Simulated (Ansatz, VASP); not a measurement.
## Rh: VASP beside Ansatz

Contents of POSCAR:

```
Rh
1.0
    0.0000000000      1.9228245745      1.9228245745
    1.9228245745      0.0000000000      1.9228245745
    1.9228245745      1.9228245745      0.0000000000
Rh
1
Direct
    0.0000000000      0.0000000000      0.0000000000
```

File INCAR.step1:

```
ALGO = Normal ; EDIFF = 1E-5
ENCUT = 580 ; GGA = PE
GGA_COMPAT = F ; ISMEAR = -1
LASPH = T ; LCHARG = F
LREAL = F ; LWAVE = T
NBANDS = 14 ; NELM = 120
PREC = Accurate ; SIGMA = 0.05
```

INCAR.step2

```
ALGO = Normal ; EDIFF = 1E-6
ENCUT = 580 ; GGA_COMPAT = F
ISIF = 2 ; ISMEAR = -1
ISTART = 1 ; LASPH = T
LCHARG = F ; LMIXTAU = T
LREAL = F ; LWAVE = F
METAGGA = R2SCAN ; NBANDS = 14
NELM = 120 ; PREC = Accurate
SIGMA = 0.05
```

The input KPOINTS:

```
k-points
0
Gamma
  12 12 12
```

input.yaml

```yaml
crystal:
  lattice:
    - [0.0, 1.9228245745, 1.9228245745]
    - [1.9228245745, 0.0, 1.9228245745]
    - [1.9228245745, 1.9228245745, 0.0]
  atoms:
    - { symbol: Rh, position: [0.0, 0.0, 0.0] }
hamiltonian:
  xc: r2scan
  pseudopotentials: { kind: paw }
kpoints:
  mp_grid: { grid: [12, 12, 12] }
scf:
  occupations: { method: fermi_dirac, width: 0.05 }
output:
  forces: true
  stress: true
  eigenvalues: true
```

Alike in both runs: task single point; functional r2SCAN; k mesh 12 × 12 × 12; occupations fermi-dirac, width 0.05 eV; no spin polarisation.

```csv
,VASP,Ansatz
version,VASP 6.6.1,Ansatz 0.2.0
potentials or method,"VASP PAW PBE potentials, release 64 (Rh_sv_GW)",Ansatz PAW
plane-wave cutoff (eV),580,500
valence electrons in the cell,17,17
```

```tsv
	VASP	Ansatz	Ansatz less VASP
gap on the k mesh at the Fermi level (eV)	none	none	-
pressure (GPa)	-10.9	-9.4	+1.50
```

VASP's potentials were made for PBE, not for r2SCAN. A gap of «none» marks a metal or a gap that the smearing closes.
